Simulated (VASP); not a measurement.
Crystal: W.

```
W
1.0
     0.00000    2.03000    2.03000
     2.03000    0.00000    2.03000
     2.03000    2.03000    0.00000
W
1
Direct
  0.00000 0.00000 0.00000
```

This isn't the form of W at room conditions, which is bcc.

| Property | Result |
| --- | --- |
| Program | VASP 6.6.1 |
| Task | relaxation of cell and atoms |
| Functional | MS2 |
| Potentials or basis | VASP PAW PBE potentials, release 64 (W_sv_GW) |
| Cutoff | 550 eV |
| k mesh | 14 × 14 × 14 |
| Occupations | methfessel-paxton, width 0.1 eV |
| Spin | no spin polarisation |

At the start: pressure -15.7 GPa; volume 16.73 Å³/atom.

**Question.** How do energy, volume and symmetry change on relaxing?

**Answer.** Over 10 steps the energy falls by 39.6 meV/atom and the volume is 15.82 Å³/atom (-5.5 %); space group Fm-3m (No. 225, to 0.1 Å) before and after.

Step by step:
| step | energy change (eV) | largest force (eV/Å) | pressure (GPa) | volume (Å³) |
| --- | --- | --- | --- | --- |
| 1 | 0.0000 | 0.0000 | -15.73 | 16.73 |
| 2 | 0.6026 | 0.0000 | 87.06 | 13.06 |
| 3 | -0.0459 | 0.0000 | -1.58 | 15.91 |
| 4 | -0.0463 | 0.0000 | -0.28 | 15.84 |
| 5 | -0.0463 | 0.0000 | 0.07 | 15.83 |
| 6 | -0.0463 | 0.0000 | -0.19 | 15.84 |
| 7 | -0.0463 | 0.0000 | 0.01 | 15.83 |
| 8 | -0.0395 | 0.0000 | -0.28 | 15.83 |
| 9 | -0.0394 | 0.0000 | 0.99 | 15.77 |
| 10 | -0.0396 | 0.0000 | 0.00 | 15.82 |

Final structure:
```xyz
1
Lattice="0.0000 1.9923 1.9923 1.9923 0.0000 1.9923 1.9923 1.9923 0.0000" Properties=species:S:1:pos:R:3 pbc="T T T"
W     0.0000    0.0000    0.0000
```

Caveat: the PAW data sets were made with another functional, which shifts forces and pressure a little.
